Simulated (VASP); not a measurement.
Wanted: the native input for a VASP 6.6.1 run.

```yaml
Task: single point
Functional: PBE
Potentials_or_basis: VASP PAW PBE potentials, release 64 (Ir, F)
Cutoff: 520 eV
k_mesh: 10 × 7 × 1
Occupations: gaussian, width 0.1 eV
Spin: no spin polarisation
Dipole_correction: yes
Further_INCAR_settings: ALGO = Normal; EDIFF = 1e-06; NBANDS = 30
```

The structure of Ir4F lies in POSCAR:

```
Ir4F
1.0
    2.7367600872      0.0000000000      0.0000000000
    0.0000000000      3.8703632323      0.0000000000
    0.0000000000      0.0000000000     19.4599433740
Ir F
4 1
Direct
    0.5000000000      0.5000000000      0.2055504440
    0.0000000000      0.0000000000      0.2758682253
    0.5000000000      0.5000000000      0.3454282602
    0.0000000000      0.0000000000      0.4090424736
    0.1666666667      0.5000000000      0.4739081350
```

One way to write it, as run:

INCAR

```
ALGO = Normal
DIPOL = 0.5 0.5 0.342
EDIFF = 1E-6
ENCUT = 520
GGA = PE
IDIPOL = 3
ISIF = 2
ISMEAR = 0
LASPH = T
LCHARG = F
LDIPOL = T
LREAL = F
LWAVE = F
NBANDS = 30
NELM = 80
PREC = Accurate
SIGMA = 0.1
```

KPOINTS

```
k-points
0
Gamma
  10 7 1
```

Potentials or basis: VASP PAW PBE potentials, release 64 (Ir, F).

The run is started by

```bash
$ cat potpaw_PBE.64/Ir/POTCAR potpaw_PBE.64/F/POTCAR > POTCAR
$ mpirun -np 1 vasp_std > vasp.out
```

Results of the run:

| Item | Value |
| --- | --- |
| Largest force | 1.427 eV/Å |
| Band gap on the k mesh | zero (an odd number of electrons rules out a gap without spin polarisation) |

Caveat: spin-orbit coupling is left out, which moves the levels of the heavy elements; an odd number of electrons without spin polarisation forces a metal; a magnetic or distorted state may lie lower.

Run time: 4.4 min on 1 thread of Intel(R) Xeon(R) Platinum 8488C (Sapphire Rapids) (shared host), peak memory 0.35 GiB.
